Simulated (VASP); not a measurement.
# FeGe (zincblende type) (F-43m) in VASP: a series of runs, part 2 of 2

VASP 6.6.1. Earlier steps stand in the parts before.

### Step 3. Relaxation of cell and atoms, PBE, collinear spin, ferromagnetic start, target pressure 360 GPa, at which the enthalpy is minimised

This run uses another cell than the first one, of 7.83 Å³/atom.

Contents of INCAR:

```
PREC     = Accurate       # precision mode
ENCUT    = 600            # plane-wave cutoff, eV
EDIFF    = 1E-6           # SCF threshold, eV
ISMEAR   = -1             # smearing method
SIGMA    = 0.05           # smearing width, eV
LREAL    = False          # projectors in reciprocal space
LASPH    = True           # aspherical terms in the spheres
NELM     = 150            # most SCF steps
ALGO     = Normal         # electronic algorithm
ISIF     = 3              # what is computed and relaxed
LWAVE    = False          # write WAVECAR
LCHARG   = False          # write CHGCAR
ISPIN    = 2              # spin polarisation
MAGMOM   = 2.5 0          # initial moments
LORBIT   = 11             # projections on sites
LMAXMIX  = 4              # l up to which the mixer works
GGA      = PE             # functional
IBRION   = 2              # ionic algorithm
NSW      = 60             # ionic steps
EDIFFG   = -0.005         # ionic threshold
PSTRESS  = 3600.0
```

Contents of KPOINTS:

```
Automatic mesh
0
Gamma
  15 15 15
```

Contents of POSCAR:

```
FeGe
1.0
    0.0000000000      1.9856462193      1.9856462193
    1.9856462193      0.0000000000      1.9856462193
    1.9856462193      1.9856462193      0.0000000000
Fe Ge
1 1
Direct
    0.0000000000      0.0000000000      0.0000000000
    0.2500000000      0.2500000000      0.2500000000
```

Potentials or basis: VASP PAW PBE potentials, release 64 (Fe, Ge_d).

Command:

```console
cat potpaw_PBE.64/Fe/POTCAR potpaw_PBE.64/Ge_d/POTCAR > POTCAR
mpirun -np 1 vasp_std > vasp.out
```

OUTCAR:

```text
PREC = Accurate
   ENCUT = 600
   EDIFF = 1E-6
   ISMEAR = -1
   LREAL = False
   LASPH = True
   NELM = 150
   ISIF = 3
   ISPIN = 2
   LORBIT = 11
   GGA = PE
   IBRION = 2
   NSW = 60
   EDIFFG = -0.005
   PSTRESS = 3600.0

 ion  position               nearest neighbor table
   1  0.000  0.000  0.000-   2 1.72   2 1.72   2 1.72   2 1.72
   2  0.250  0.250  0.250-   1 1.72   1 1.72   1 1.72   1 1.72

  LATTYP: Found a face centered cubic cell.
 ALAT       =     3.9712924386

  Lattice vectors:

 A1 = (   0.0000000000,   1.9856462193,   1.9856462193)
 A2 = (   1.9856462193,   0.0000000000,   1.9856462193)
 A3 = (   1.9856462193,   1.9856462193,   0.0000000000)

Analysis of symmetry for initial positions (statically):
=====================================================================
 Subroutine PRICEL returns:
 Original cell was already a primitive cell.

 Routine SETGRP: Setting up the symmetry group for a
 face centered cubic supercell.

 Subroutine GETGRP returns: Found 24 space group operations
 (whereof 24 operations were pure point group operations)
 out of a pool of 48 trial point group operations.

The static configuration has the point symmetry T_d .

Analysis of symmetry for dynamics (positions and initial velocities):
=====================================================================
 Subroutine PRICEL returns:
 Original cell was already a primitive cell.

 Routine SETGRP: Setting up the symmetry group for a
 face centered cubic supercell.

 Subroutine GETGRP returns: Found 24 space group operations
 (whereof 24 operations were pure point group operations)
 out of a pool of 48 trial point group operations.

The dynamic configuration has the point symmetry T_d .

Analysis of structural, dynamic, and magnetic symmetry:
=====================================================================
 Subroutine PRICEL returns:
 Original cell was already a primitive cell.

 Routine SETGRP: Setting up the symmetry group for a
 face centered cubic supercell.

 Subroutine GETGRP returns: Found 24 space group operations
 (whereof 24 operations were pure point group operations)
 out of a pool of 48 trial point group operations.

The overall configuration has the point symmetry T_d .

 Subroutine INISYM returns: Found 24 space group operations
 (whereof 24 operations are pure point group operations),
 and found     1 'primitive' translations

----------------------------------------------------------------------------------------

                                     Primitive cell

  volume of cell :      15.6580

  direct lattice vectors                    reciprocal lattice vectors
     0.000000000  1.985646219  1.985646219    -0.251807193  0.251807193  0.251807193
     1.985646219  0.000000000  1.985646219     0.251807193 -0.251807193  0.251807193
     1.985646219  1.985646219  0.000000000     0.251807193  0.251807193 -0.251807193

  length of vectors
     2.808127813  2.808127813  2.808127813     0.436142851  0.436142851  0.436142851

  position of ions in fractional coordinates (direct lattice)
     0.000000000  0.000000000  0.000000000
[... 73 lines left out ...]
   LNONCOLLINEAR =      F non collinear calculations
   LSORBIT =      F    spin-orbit coupling
   LASPH  =      T    aspherical Exc in radial PAW
   ENCUT  =  600.0 eV  44.10 Ry    6.64 a.u.   5.61  5.61  5.61*2*pi/ulx,y,z
   NELM   =    150;   NELMIN=  2; NELMDL= -5     # of ELM steps
   EDIFF  = 0.1E-05   stopping-criterion for ELM
   LREAL  =      F    real-space projection
   EDIFFG = -.5E-02   stopping-criterion for IOM
   NSW    =     60    number of steps for IOM
   IBRION =      2    ionic relax: 0-MD 1-quasi-New 2-CG
   NFREE  =      1    steps in history (QN), initial steepest desc. (CG)
   ISIF   =      3    stress and relaxation
   ISYM   =      2    0-nonsym 1-usesym 2-fastsym
   POTIM  = 0.5000    time-step for ionic-motion
   TEBEG  =    0.0;   TEEND  =   0.0 temperature during run
   PSTRESS= 3600.0 pullay stress
   NELECT =      22.0000    total number of electrons
   NUPDOWN=      -1.0000    fix difference up-down
   EMIN   =  10.00;   EMAX   =-10.00  energy-range for DOS
   EFERMI =   0.00;   METHOD = LEGACY
   ISMEAR =    -1;   SIGMA  =   0.05  broadening in eV -4-tet -1-fermi 0-gaus
   EFERMI_NEDOS =   21; number of points for ismear=-14 and -15
   IALGO  =     38    algorithm
   IMIX   =      4    mixing-type and parameters
     AMIX     =   0.40;   BMIX     =  1.00
     AMIX_MAG =   1.60;   BMIX_MAG =  1.00
  volume/ion in A,a.u.               =       7.83        52.83
  Fermi-wavevector in a.u.,A,eV,Ry     =   1.833597  3.464996 45.743840  3.362077
  Thomas-Fermi vector in A             =   2.887392
   LORBIT       =     11    0 simple, 1 ext, 2 COOP (PROOUT), +10 PAW based schemes
   GGA     = PE    functional components
   LHFCALC =     F    Hartree Fock is set to
   AEXX    =    0.0000 exact exchange contribution
   IVDW    =     0    specifies the selected vdW correction
   LEPSILON=     F    determine dielectric tensor
   LRPA    =     F    only Hartree local field effects (RPA)
 conjugate gradient relaxation of ions
 spin polarized calculation
  energy-cutoff  :      600.00
  volume of cell :       15.66
 maximum number of plane-waves:       534
   NGX = 11   NGY = 11   NGZ = 11

--------------------------------------- Ionic step        1  -------------------------------------------

 number of electron      21.9999995 magnetization      -0.0069706

 number of electron      21.9999995 magnetization       0.0003282

 Free energy of the ion-electron system (eV)
  ---------------------------------------------------
  ext. energy  EPLUGINS =         0.00000000
  ---------------------------------------------------
  free energy    TOTEN  =         4.86239988 eV

  energy without entropy =        4.86241357  energy(sigma->0) =        4.86240672

------------------------ aborting loop because EDIFF is reached ----------------------------------------

  FORCE on cell =-STRESS in cart. coord.  units (eV):
  Direction    XX          YY          ZZ          XY          YZ          ZX
  --------------------------------------------------------------------------------------
  -------------------------------------------------------------------------------------
  Total       47.9615414     47.9615414     47.9615414      0.0000000      0.0000000      0.0000000
  in kB     4907.5880347   4907.5880347   4907.5880347      0.0000000      0.0000000      0.0000000
  external PRESSURE =    1307.5880347 kB  Pullay stress =    3600.0000000 kB
[... 27 lines left out ...]
 number of electron      21.9999992 magnetization       0.0000108

 number of electron      21.9999992 magnetization      -0.0000049

 E-fermi :   4.1176     XC(G=0): -10.9109

 val. band max:        4.0093859303   @ k =   0.4667   0.4667   0.0000
 cond. band min:       4.1878710247   @ k =  -0.4667   0.1333   0.0000
 fundamental gap:      0.1784850944
 Fermi energy:         4.1176093303

 spin component 1

 k-point     1 :       0.0000    0.0000    0.0000
  band No.  band energies     occupation
      1     -19.4493      1.00000
      2     -19.4493      1.00000
      3     -19.4493      1.00000
      4     -19.4181      1.00000
      5     -19.4181      1.00000
      6      -6.1899      1.00000
[... 980 lines left out ...]
  energy  without entropy=       -1.2225342857  energy(sigma->0) =       -1.22256067

  enthalpy is  TOTEN    =        39.5414375899 eV   P V=       40.7640246362

[... ionic steps 4 to 13 ...]

--------------------------------------- Ionic step       14  -------------------------------------------

 number of electron      22.0000006 magnetization       0.0000000

------------------------ aborting loop because EDIFF is reached ----------------------------------------
[... 75 lines left out ...]
 number of electron      22.0000006 magnetization       0.0000000

 number of electron      22.0000006 magnetization      -0.0000000

 Free energy of the ion-electron system (eV)
  ---------------------------------------------------
  ext. energy  EPLUGINS =         0.00000000
  ---------------------------------------------------
  free energy    TOTEN  =         0.50168095 eV

  energy without entropy =        0.50171411  energy(sigma->0) =        0.50169753

 E-fermi :  12.9900     XC(G=0): -14.9336

 val. band max:       12.6067977521   @ k =  -0.3333   0.4000   0.2000
 cond. band min:      13.3804034091   @ k =  -0.4000   0.2667   0.0667
 fundamental gap:      0.7736056569
 Fermi energy:        12.9899527382

 spin component 1

 k-point     1 :       0.0000    0.0000    0.0000
  band No.  band energies     occupation
      1     -12.3077      1.00000
      2     -12.3077      1.00000
      3     -12.2940      1.00000
      4     -12.2940      1.00000
      5     -12.2940      1.00000
      6      -2.4714      1.00000
[... 940 lines left out ...]
  energy  without entropy=        0.5017141056  energy(sigma->0) =        0.50169753

  enthalpy is  TOTEN    =        39.4056887016 eV   P V=       38.9040077560

 reached required accuracy - stopping structural energy minimisation

 total charge

# of ion       s       p       d       tot
------------------------------------------
    1        0.717   0.995   8.059   9.771
    2        1.367   1.973  10.592  13.932
--------------------------------------------------
tot          2.084   2.969  18.651  23.704

 magnetization (x)

# of ion       s       p       d       tot
------------------------------------------
    1        0.000   0.000  -0.000  -0.000
    2        0.000   0.000   0.000   0.000
--------------------------------------------------
tot          0.000   0.000  -0.000   0.000
```

It took 5 min on 1 thread of AMD EPYC 9R45 (Zen 5), shared host; peak memory 0.17 GiB.

What came out:

```
Free energy                                                : 0.5017 eV
Relaxed volume                                             : 8.66 Å³/atom
Relaxed cell                                               : a = 2.904 Å, b = 2.904 Å, c = 2.904 Å, α = 60.00°, β = 60.00°, γ = 60.00°
Space group after relaxing (to 0.1 Å)                      : F-43m (No. 216)
Energy change on relaxing (the run minimises the enthalpy) : -2180.4 meV/atom
Ionic steps                                                : 16
Pressure after relaxing                                    : 360.1 GPa
Band gap on the k mesh                                     : 0.77 eV (least direct gap 0.97 eV)
Net moment                                                 : 0.00 μB per cell
```

Step by step:
| step | energy change (eV) | largest force (eV/Å) | pressure (GPa) | volume (Å³) |
| --- | --- | --- | --- | --- |
| 1 | 0.0000 | 0.0000 | 490.76 | 15.66 |
| 2 | -15.8716 | 0.0000 | 5.77 | 35.06 |
| 3 | -6.0850 | 0.0000 | 308.38 | 18.14 |
| 4 | -4.4097 | 0.0000 | 358.38 | 17.34 |
| 5 | -4.3319 | 0.0000 | 360.89 | 17.30 |
| 6 | -4.3335 | 0.0000 | 360.84 | 17.30 |
| 7 | -4.3385 | 0.0000 | 360.61 | 17.30 |
| 8 | -4.3386 | 0.0000 | 360.62 | 17.30 |
| 9 | -4.3386 | 0.0000 | 360.64 | 17.30 |
| 10 | -4.3388 | 0.0000 | 360.66 | 17.30 |
| 11 | -4.3392 | 0.0000 | 360.65 | 17.30 |
| 12 | -4.3399 | 0.0000 | 360.63 | 17.30 |
| 13 | -4.3413 | 0.0000 | 360.58 | 17.31 |
| 14 | -4.3440 | 0.0000 | 360.47 | 17.31 |
| 15 | -4.3496 | 0.0000 | 360.29 | 17.31 |
| 16 | -4.3607 | 0.0000 | 360.05 | 17.31 |

Final structure:
```cif
data_structure
_symmetry_space_group_name_H-M 'P 1'
_symmetry_Int_Tables_number 1
_cell_length_a 2.9038
_cell_length_b 2.9038
_cell_length_c 2.9038
_cell_angle_alpha 60.000
_cell_angle_beta 60.000
_cell_angle_gamma 60.000
_cell_volume 17.31
loop_
_atom_site_label
_atom_site_type_symbol
_atom_site_fract_x
_atom_site_fract_y
_atom_site_fract_z
_atom_site_occupancy
Fe1 Fe 0.00000 0.00000 0.00000 1
Ge1 Ge 0.25000 0.25000 0.25000 1
```

Caveat: the cell is relaxed towards a set pressure, so the run minimises the enthalpy, not the energy; atoms lie so close that the PAW spheres overlap strongly, which falsifies energies and pressures; an odd mesh through Γ misses points on the zone boundary, where band edges can lie.
